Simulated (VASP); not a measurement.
Write the native input for VASP 6.6.1 that does the following.

* Task: single point
* Functional: PBE
* Potentials or basis: VASP PAW PBE potentials, release 64 (Ti_sv, Al)
* Cutoff: 520 eV
* k mesh: 18 × 18 × 10
* Occupations: gaussian, width 0.15 eV
* Spin: no spin polarisation
* Dipole correction: no
* Further INCAR settings: ALGO = Normal; EDIFF = 1e-07; NBANDS = 14

The structure of TiAl lies in POSCAR:

```
TiAl
1.0
    2.9530000000      0.0000000000      0.0000000000
   -1.4765000000      2.5573730174      0.0000000000
    0.0000000000      0.0000000000      4.3695000000
Ti Al
1 1
Direct
    0.0000000000      0.0000000000      0.0000000000
    0.3333333333      0.6666666667      0.5000000000
```

These files were run (other wordings do the same):

INCAR

```
SYSTEM = TiAl
  ALGO = Normal
  EDIFF = 1E-7
  ENCUT = 520
  GGA = PE
  ISIF = 2
  ISMEAR = 0
  LASPH = .TRUE.
  LCHARG = .FALSE.
  LREAL = .FALSE.
  LWAVE = .FALSE.
  NBANDS = 14
  NELM = 100
  PREC = Accurate
  SIGMA = 0.15
```

KPOINTS

```
k-points
0
G
  18 18 10
  0 0 0
```

Potentials or basis: VASP PAW PBE potentials, release 64 (Ti_sv, Al).

Run with:

```sh
$ cat potpaw_PBE.64/Ti_sv/POTCAR potpaw_PBE.64/Al/POTCAR > POTCAR
$ mpirun -np 1 vasp_std > vasp.out
```

Results of the run:

- Pressure: 2.9 GPa
- Band gap on the k mesh: zero (an odd number of electrons rules out a gap without spin polarisation)

Caveat: the stress differs along the axes, from -1 to 10 GPa.

Run time: 2.4 min on 1 thread of AMD EPYC 7R13, on a shared host, peak memory 0.2 GiB.
